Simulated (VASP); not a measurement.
# Zn4Sn4P8H (a cell with a defect) in VASP: single point with PBE

Aim: the single point of Zn4Sn4P8H (a cell with a defect) with PBE.

Everything below comes from runs of VASP 6.6.1. Logs are shortened: lines on timing, memory, paths and dates and some standing lists are left out, and cuts for length are marked.

### 1 The cell of the first run

The cell holds a defect, 17 atoms: a = 6.996 Å, b = 6.996 Å, c = 8.064 Å, α = 90.00°, β = 90.00°, γ = 109.61°.

### 2 Single point, PBE

Input file INCAR:

```
PREC = Accurate ; ENCUT = 400
EDIFF = 1E-6 ; ISMEAR = 0
SIGMA = 0.02 ; LREAL = F
LASPH = T ; NELM = 120
ALGO = Normal ; ISIF = 2
LWAVE = F ; LCHARG = F
GGA = PE ; NBANDS = 86
NELECT = 144.0 ; GGA_COMPAT = F
```

Input file KPOINTS:

```
Automatic mesh
0
Gamma
  2 2 2
  0.5 0.5 0.5
```

Input file POSCAR:

```
Zn4Sn4P8H
1.0
    2.8511725737     -2.8511725737      5.7169940440
    2.8511725737     -2.8511725737     -5.7169940440
    5.7023451474      5.7023451474      0.0000000000
Zn Sn P H
4 4 8 1
Direct
    0.0022536643      0.5044992462      0.2490363111
    0.4955006494     -0.0022537611      0.7509636631
    0.4684858734      0.5315141007      0.4999999871
    0.0007243317     -0.0007243317      0.0000000000
    0.4980114247     -0.0037286468      0.2488150863
    0.0037285502      0.5019886460      0.7511849755
    0.0059164833     -0.0059164833      0.5000000748
    0.4918840959      0.5081157028      0.0000000000
    0.1141909743      0.8645338935      0.2363795009
    0.6167230114      0.3620241279      0.7327755322
    0.1083215544      0.3615679263      0.0129864114
    0.6204194084      0.8782685488      0.5123718268
    0.1217315130      0.3795806535      0.4876282351
    0.6384320478      0.8916784198      0.9870135628
    0.6379759340      0.3832770505      0.2672243543
    0.1354660809      0.8858091750      0.7636205609
    0.6234332099      0.3765667642      0.4999999871
```

Potentials or basis: VASP PAW PBE potentials, release 64 (Zn, Sn_d, P, H).

On the command line:

```
$ cat potpaw_PBE.64/Zn/POTCAR potpaw_PBE.64/Sn_d/POTCAR potpaw_PBE.64/P/POTCAR potpaw_PBE.64/H/POTCAR > POTCAR
$ mpirun -np 1 vasp_std > vasp.out
```

OUTCAR:

```text
PREC = Accurate
   ENCUT = 400
   EDIFF = 1E-6
   ISMEAR = 0
   LREAL = F
   LASPH = T
   NELM = 120
   ISIF = 2
   GGA = PE
   NELECT = 144.0

 ion  position               nearest neighbor table
   1  0.002  0.504  0.249-   9 2.38  13 2.38  11 2.38  15 2.41
   2  0.496  0.998  0.751-  16 2.38  12 2.38  14 2.38  10 2.41
   3  0.468  0.532  0.500-  17 1.77  13 2.30  12 2.30  10 2.61  15 2.61
   4  0.001  0.999  0.000-  16 2.38   9 2.38  11 2.39  14 2.39
   5  0.498  0.996  0.249-  12 2.53   9 2.53  14 2.54  15 2.56
   6  0.004  0.502  0.751-  13 2.53  16 2.53  11 2.54  10 2.56
   7  0.006  0.994  0.500-  16 2.52   9 2.52  12 2.54  13 2.54
   8  0.492  0.508  0.000-  11 2.53  14 2.53  15 2.66  10 2.66
   9  0.114  0.865  0.236-   1 2.38   4 2.38   7 2.52   5 2.53
  10  0.617  0.362  0.733-  17 1.88   2 2.41   6 2.56   3 2.61   8 2.66
  11  0.108  0.362  0.013-   1 2.38   4 2.39   8 2.53   6 2.54
  12  0.620  0.878  0.512-   3 2.30   2 2.38   5 2.53   7 2.54
  13  0.122  0.380  0.488-   3 2.30   1 2.38   6 2.53   7 2.54
  14  0.638  0.892  0.987-   2 2.38   4 2.39   8 2.53   5 2.54
  15  0.638  0.383  0.267-  17 1.88   1 2.41   5 2.56   3 2.61   8 2.66
  16  0.135  0.886  0.764-   2 2.38   4 2.38   7 2.52   6 2.53
  17  0.623  0.377  0.500-   3 1.77  10 1.88  15 1.88

  LATTYP: Found a base centered orthorhombic cell.
 ALAT       =     8.0643338448
 B/A-ratio  =     1.4178465708
 C/A-ratio  =     1.0000000000

  Lattice vectors:

 A1 = (   2.8511725737,  -2.8511725737,   5.7169940440)
 A2 = (   2.8511725737,  -2.8511725737,  -5.7169940440)
 A3 = (   5.7023451474,   5.7023451474,   0.0000000000)

Analysis of symmetry for initial positions (statically):
=====================================================================
 Subroutine PRICEL returns:
 Original cell was already a primitive cell.

 Routine SETGRP: Setting up the symmetry group for a
 base centered orthorhombic supercell.

 Subroutine GETGRP returns: Found  2 space group operations
 (whereof  2 operations were pure point group operations)
 out of a pool of  8 trial point group operations.

The static configuration has the point symmetry C_2 .

Analysis of symmetry for dynamics (positions and initial velocities):
=====================================================================
 Subroutine PRICEL returns:
 Original cell was already a primitive cell.

 Routine SETGRP: Setting up the symmetry group for a
 base centered orthorhombic supercell.

 Subroutine GETGRP returns: Found  2 space group operations
 (whereof  2 operations were pure point group operations)
 out of a pool of  8 trial point group operations.

The dynamic configuration has the point symmetry C_2 .

 Subroutine INISYM returns: Found  2 space group operations
 (whereof  2 operations are pure point group operations),
 and found     1 'primitive' translations

----------------------------------------------------------------------------------------

                                     Primitive cell

  volume of cell :     371.7960

  direct lattice vectors                    reciprocal lattice vectors
     2.851172574 -2.851172574  5.716994044     0.087683223 -0.087683223  0.087458548
     2.851172574 -2.851172574 -5.716994044     0.087683223 -0.087683223 -0.087458548
     5.702345147  5.702345147  0.000000000     0.087683223  0.087683223  0.000000000

  length of vectors
     6.995883860  6.995883860  8.064333845     0.151742192  0.151742192  0.124002803

  position of ions in fractional coordinates (direct lattice)
     0.002253664  0.504499246  0.249036311
     0.495500649  0.997746239  0.750963663
     0.468485873  0.531514101  0.499999987
     0.000724332  0.999275668  0.000000000
     0.498011425  0.996271353  0.248815086
     0.003728550  0.501988646  0.751184976
[... 9 lines left out ...]
     0.135466081  0.885809175  0.763620561
     0.623433210  0.376566764  0.499999987

  ion indices of the primitive-cell ions
   primitive index   ion index
                 1           1
                 2           2
                 3           3
                 4           4
                 5           5
                 6           6
[... 9 lines left out ...]
                16          16
                17          17

----------------------------------------------------------------------------------------

 KPOINTS: Automatic mesh

Automatic generation of k-mesh.
 Grid dimensions read from file:
 generate k-points for:    2    2    2

 Generating k-lattice:

  Cartesian coordinates                     Fractional coordinates (reciprocal lattice)
     0.043841611 -0.043841611  0.043729274     0.500000000  0.000000000  0.000000000
     0.043841611 -0.043841611 -0.043729274     0.000000000  0.500000000  0.000000000
     0.043841611  0.043841611  0.000000000     0.000000000  0.000000000  0.500000000

  Length of vectors
     0.075871096  0.075871096  0.062001401

  Shift w.r.t. Gamma in fractional coordinates (k-lattice)
     0.500000000  0.500000000  0.500000000

 Subroutine IBZKPT returns following result:
 ===========================================

 Found      3 irreducible k-points:

 Following reciprocal coordinates:
            Coordinates               Weight
  0.250000  0.250000  0.250000      2.000000
 -0.250000 -0.250000  0.250000      2.000000
 -0.250000  0.250000  0.250000      4.000000
   k-points           NKPTS =      3   k-points in BZ     NKDIM =      3   number of bands    NBANDS=     86
   number of dos      NEDOS =    301   number of ions     NIONS =     17
   total plane-waves  NPLWV = 124416
   dimension x,y,z NGX =    48 NGY =   48 NGZ =   54
   dimension x,y,z NGXF=    96 NGYF=   96 NGZF=  108
   ions per type =               4   4   8   1
   NGX,Y,Z   is equivalent  to a cutoff of  11.41, 11.41, 11.13 a.u.
   NGXF,Y,Z  is equivalent  to a cutoff of  22.81, 22.81, 22.26 a.u.
 SYSTEM =  unknown system
   PREC   = accura    normal or accurate (medium, high low for compatibility)
   ISTART =      0    job   : 0-new  1-cont  2-samecut
   ICHARG =      2    charge: 1-file 2-atom 10-const
   ISPIN  =      1    spin polarized calculation?
   LNONCOLLINEAR =      F non collinear calculations
   LSORBIT =      F    spin-orbit coupling
   LASPH  =      T    aspherical Exc in radial PAW
   ENCUT  =  400.0 eV  29.40 Ry    5.42 a.u.  11.41 11.41 13.15*2*pi/ulx,y,z
   NELM   =    120;   NELMIN=  2; NELMDL= -5     # of ELM steps
   EDIFF  = 0.1E-05   stopping-criterion for ELM
   LREAL  =      F    real-space projection
   EDIFFG = 0.1E-04   stopping-criterion for IOM
   NSW    =      0    number of steps for IOM
   IBRION =     -1    ionic relax: 0-MD 1-quasi-New 2-CG
   NFREE  =      0    steps in history (QN), initial steepest desc. (CG)
   ISIF   =      2    stress and relaxation
   ISYM   =      2    0-nonsym 1-usesym 2-fastsym
   POTIM  = 0.5000    time-step for ionic-motion
   TEBEG  =    0.0;   TEEND  =   0.0 temperature during run
   PSTRESS=    0.0 pullay stress
   NELECT =     144.0000    total number of electrons
   NUPDOWN=      -1.0000    fix difference up-down
   EMIN   =  10.00;   EMAX   =-10.00  energy-range for DOS
   EFERMI =   0.00;   METHOD = LEGACY
   ISMEAR =     0;   SIGMA  =   0.02  broadening in eV -4-tet -1-fermi 0-gaus
   EFERMI_NEDOS =   21; number of points for ismear=-14 and -15
   IALGO  =     38    algorithm
   IMIX   =      4    mixing-type and parameters
     AMIX     =   0.40;   BMIX     =  1.00
     AMIX_MAG =   1.60;   BMIX_MAG =  1.00
  volume/ion in A,a.u.               =      21.87       147.59
  Fermi-wavevector in a.u.,A,eV,Ry     =   1.193331  2.255068 19.375210  1.424038
  Thomas-Fermi vector in A             =   2.329347
   LORBIT       =      0    0 simple, 1 ext, 2 COOP (PROOUT), +10 PAW based schemes
   GGA     = PE    functional components
   LHFCALC =     F    Hartree Fock is set to
   AEXX    =    0.0000 exact exchange contribution
   IVDW    =     0    specifies the selected vdW correction
   LEPSILON=     F    determine dielectric tensor
   LRPA    =     F    only Hartree local field effects (RPA)
 non-spin polarized calculation
 Gauss-broadening in eV      SIGMA  =   0.02
  energy-cutoff  :      400.00
  volume of cell :      371.80
 maximum number of plane-waves:      6758
 NGX is ok and might be reduce to    48
   NGX = 23   NGY = 23   NGZ = 27

 number of electron     143.9999895 magnetization

 Free energy of the ion-electron system (eV)
  ---------------------------------------------------
  ext. energy  EPLUGINS =         0.00000000
  ---------------------------------------------------
  free energy    TOTEN  =       -72.95776691 eV

  energy without entropy =      -72.95776691  energy(sigma->0) =      -72.95776691

 E-fermi :   4.0910     XC(G=0):  -9.4060

 val. band max:        3.9300723649   @ k =  -0.2500   0.2500   0.2500
 cond. band min:       5.3464258702   @ k =  -0.2500   0.2500   0.2500
 fundamental gap:      1.4163535053
 Fermi energy:         4.0910335842

 k-point     1 :       0.2500    0.2500    0.2500
  band No.  band energies     occupation
      1     -17.2173      2.00000
      2     -17.2061      2.00000
      3     -17.1813      2.00000
      4     -17.1479      2.00000
      5     -17.1449      2.00000
      6     -16.9989      2.00000
[... 76 lines left out ...]
     83       8.3171      0.00000
     84       8.4708      0.00000

 k-point     2 :      -0.2500   -0.2500    0.2500
  band No.  band energies     occupation
      1     -17.2173      2.00000
      2     -17.2061      2.00000
      3     -17.1813      2.00000
      4     -17.1479      2.00000
      5     -17.1449      2.00000
      6     -16.9991      2.00000
[... 76 lines left out ...]
     83       8.1892      0.00000
     84       8.3732      0.00000

 k-point     3 :      -0.2500    0.2500    0.2500
  band No.  band energies     occupation
      1     -17.2173      2.00000
      2     -17.2061      2.00000
      3     -17.1813      2.00000
      4     -17.1479      2.00000
      5     -17.1449      2.00000
      6     -16.9992      2.00000
[... 76 lines left out ...]
     83       7.9854      0.00000
     84       8.1335      0.00000
 [bands above 84 left out]

------------------------ aborting loop because EDIFF is reached ----------------------------------------

  FORCE on cell =-STRESS in cart. coord.  units (eV):
  Direction    XX          YY          ZZ          XY          YZ          ZX
  --------------------------------------------------------------------------------------
  -------------------------------------------------------------------------------------
  Total       -8.9364088     -8.8586528     -5.8274170     -4.3163744      0.0000000      0.0000000
  in kB      -38.5095881    -38.1745148    -25.1120371    -18.6005143      0.0000000      0.0000000
  external PRESSURE =     -33.9320466 kB  Pullay stress =       0.0000000 kB

 VOLUME and BASIS-vectors are now :
 -----------------------------------------------------------------------------
  energy-cutoff  :      400.00
  volume of cell :      371.80
      direct lattice vectors                 reciprocal lattice vectors
     2.851172574 -2.851172574  5.716994044     0.087683223 -0.087683223  0.087458548
     2.851172574 -2.851172574 -5.716994044     0.087683223 -0.087683223 -0.087458548
     5.702345147  5.702345147  0.000000000     0.087683223  0.087683223  0.000000000

 POSITION                                       TOTAL-FORCE (eV/Angst)
 -----------------------------------------------------------------------------------
      2.86493     -0.02475     -2.87134        -0.007153      0.007530     -0.007872
      8.53976      0.02475     -2.87134         0.007153     -0.007530     -0.007872
      5.70234      0.00000     -0.36033         0.000000     -0.000000      0.031847
      2.85117     -2.85117     -5.70871         0.000000     -0.000000      0.005294
      5.67929     -2.84163     -2.84855         0.006986     -0.006883      0.019862
      5.72540      2.84163     -2.84855        -0.006986      0.006883      0.019862
[... 9 lines left out ...]
      7.26626      1.44260     -4.28971        -0.015388     -0.013619     -0.005103
      5.70234      0.00000      1.41133         0.000000     -0.000000     -0.002678
 -----------------------------------------------------------------------------------
    total drift:                                0.000022     -0.000575     -0.000553

  FREE ENERGIE OF THE ION-ELECTRON SYSTEM (eV)
  ---------------------------------------------------
  free  energy   TOTEN  =       -72.9577669124 eV

  energy  without entropy=      -72.9577669124  energy(sigma->0) =      -72.95776691
```

It took 3.6 min on 1 thread of Oxide Virtual Turin-like, shared host; peak memory 0.34 GiB.

Results:

```yaml
Free_energy: -72.9578 eV
Largest_force: 0.069 eV/Å
```

Forces on the atoms (eV/Å):
```
Zn  -0.007  0.008 -0.008
Zn   0.007 -0.008 -0.008
Zn   0.000  0.000  0.032
Zn   0.000  0.000  0.005
Sn   0.007 -0.007  0.020
Sn  -0.007  0.007  0.020
Sn   0.000  0.000 -0.008
Sn   0.000  0.000  0.015
P    0.015  0.014 -0.005
P   -0.013 -0.009 -0.019
P    0.015 -0.067  0.006
P    0.004 -0.040 -0.014
P   -0.004  0.040 -0.014
P   -0.015  0.067  0.006
P    0.013  0.009 -0.019
P   -0.015 -0.014 -0.005
H    0.000  0.000 -0.003
```

Levels at points of the mesh, in eV from the Fermi level:
```
           k point  band 70  band 71  band 72  band 73  band 74  band 75
(0.25, 0.25, 0.25)    -0.74    -0.67    -0.50     1.46     2.23     2.49
```

Caveat: the cell carries a net charge on a neutralising background, which shifts energy and pressure; the cell is charged against a uniform background, so pressure and absolute levels hang on convention; spin-orbit coupling is left out, which moves the levels of the heavy elements.
